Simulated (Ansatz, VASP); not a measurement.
# One calculation of CdS, two programs

```xyz
4
Lattice="4.1348 0.0000 0.0000 -2.0674 3.5808 0.0000 0.0000 0.0000 6.7490" Properties=species:S:1:pos:R:3 pbc="T T T"
Cd    0.0000    2.3872    0.0000
Cd    2.0674    1.1936    3.3745
S     0.0000    2.5872    2.7984
S     2.0674    1.1936    5.9729
```

Alike in both runs: task single point; functional PBE; k mesh 12 × 12 × 4; occupations gaussian, width 0.05 eV; no spin polarisation.

|  | VASP | Ansatz |
| --- | --- | --- |
| version | VASP 6.6.1 | Ansatz 0.2.0 |
| potentials or method | VASP PAW PBE potentials, release 64 (Cd, S), cutoff 520 eV | scalar-relativistic, plane waves, PAW |
| valence electrons in the cell | 36 | 52 |

|  | VASP | Ansatz | Ansatz less VASP |
| --- | --- | --- | --- |
| gap on the k mesh at the Fermi level (eV) | 1.19 | 1.18 | -0.008 |
| least direct gap on the mesh (eV) | 1.19 | 1.18 | -0.008 |
| pressure (GPa) | 4.4 | 4.0 | -0.39 |
| traceless stress, the component that is largest in VASP (GPa) | 5.95 | 5.77 | -0.186 |
| rms of the force components (eV/Å) | 1.052 | 1.026 | -0.0262 |

Atom by atom the forces differ by 0.027 eV/Å (rms over components). VASP's potentials hold 36 valence electrons a cell and Ansatz's 52, so a difference there can come from the potentials and not from the codes.
